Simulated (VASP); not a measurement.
Input of a VASP 6.6.1 run:

Contents of POSCAR:

```
Ir
1.0
   -1.5574618189      1.5574618189      1.5574618189
    1.5574618189     -1.5574618189      1.5574618189
    1.5574618189      1.5574618189     -1.5574618189
Ir
1
Direct
    0.0000000000      0.0000000000      0.0000000000
```

INCAR.step1

```
SYSTEM = Ir
PREC = Accurate
ENCUT = 520
EDIFF = 1E-6
ISMEAR = 0
SIGMA = 0.05
LREAL = .False.
LASPH = .True.
NELM = 150
ALGO = Normal
ISIF = 2
LWAVE = .False.
LCHARG = .True.
MAGMOM = 0 0 0
LSORBIT = .True.
GGA_COMPAT = .False.
LORBMOM = .True.
LMAXMIX = 4
GGA = PE
NBANDS = 20
```

KPOINTS.step1

```
Automatic mesh
0
Gamma
  18 18 18
  0 0 0
```

INCAR.step2

```
SYSTEM = Ir
PREC = Accurate
ENCUT = 520
EDIFF = 1E-6
ISMEAR = -5
SIGMA = 0.05
LREAL = .False.
LASPH = .True.
NELM = 150
ALGO = Normal
ISIF = 2
LWAVE = .False.
LCHARG = .False.
MAGMOM = 0 0 0
LORBIT = 11
LSORBIT = .True.
GGA_COMPAT = .False.
LORBMOM = .True.
LMAXMIX = 4
GGA = PE
NBANDS = 20
NEDOS = 1001
ICHARG = 11
```

File KPOINTS.step2:

```
Automatic mesh
0
Gamma
  27 27 27
  0 0 0
```

Potentials or basis: VASP PAW PBE potentials, release 64 (Ir).

Run with:

```bash
$ cat potpaw_PBE.64/Ir/POTCAR > POTCAR
$ cp INCAR.step1 INCAR
$ cp KPOINTS.step1 KPOINTS
$ mpirun -np 1 vasp_ncl > vasp.out
$ cp INCAR.step2 INCAR
$ cp KPOINTS.step2 KPOINTS
$ mpirun -np 1 vasp_ncl > vasp.out
```

(1) Estimate the net moment.

Results:

(1) 0.00 μB per cell.
